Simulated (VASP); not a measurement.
A run of VASP 6.6.1:

The input POSCAR:

```
Li
1.0
    0.0000000000      2.1882032979      2.1882032979
    2.1882032979      0.0000000000      2.1882032979
    2.1882032979      2.1882032979      0.0000000000
Li
1
Direct
    0.0000000000      0.0000000000      0.0000000000
```

File INCAR.step1:

```
SYSTEM = Li
ALGO = Normal
EDIFF = 1E-4
ENCUT = 520
GGA = PE
ISMEAR = 0
LASPH = .TRUE.
LCHARG = .FALSE.
LREAL = .FALSE.
LWAVE = .TRUE.
NBANDS = 8
NELM = 100
PREC = Accurate
SIGMA = 0.1
```

INCAR.step2

```
SYSTEM = Li
ALGO = Normal
EDIFF = 1E-6
ENCUT = 520
ISIF = 2
ISMEAR = 0
ISTART = 1
LASPH = .TRUE.
LCHARG = .FALSE.
LMIXTAU = .TRUE.
LREAL = .FALSE.
LWAVE = .FALSE.
METAGGA = R2SCAN
NBANDS = 8
NELM = 100
PREC = Accurate
SIGMA = 0.1
```

File KPOINTS:

```
k-points
0
G
  16 16 16
  0 0 0
```

Potentials or basis: VASP PAW PBE potentials, release 64 (Li_sv).

Command:

```bash
$ cat potpaw_PBE.64/Li_sv/POTCAR > POTCAR
$ cp INCAR.step1 INCAR
$ mpirun -np 1 vasp_std > vasp.out
$ cp INCAR.step2 INCAR
$ mpirun -np 1 vasp_std > vasp.out
```

Hardware: 1 thread of AMD EPYC 9R45 96-Core Processor (Zen 5) (shared host).

Task: How long does it take, and how much memory?

Result: Run time: 74 s on 1 thread of AMD EPYC 9R45 96-Core Processor (Zen 5), with other jobs on the host, peak memory 0.11 GiB. Counts: k points 145.
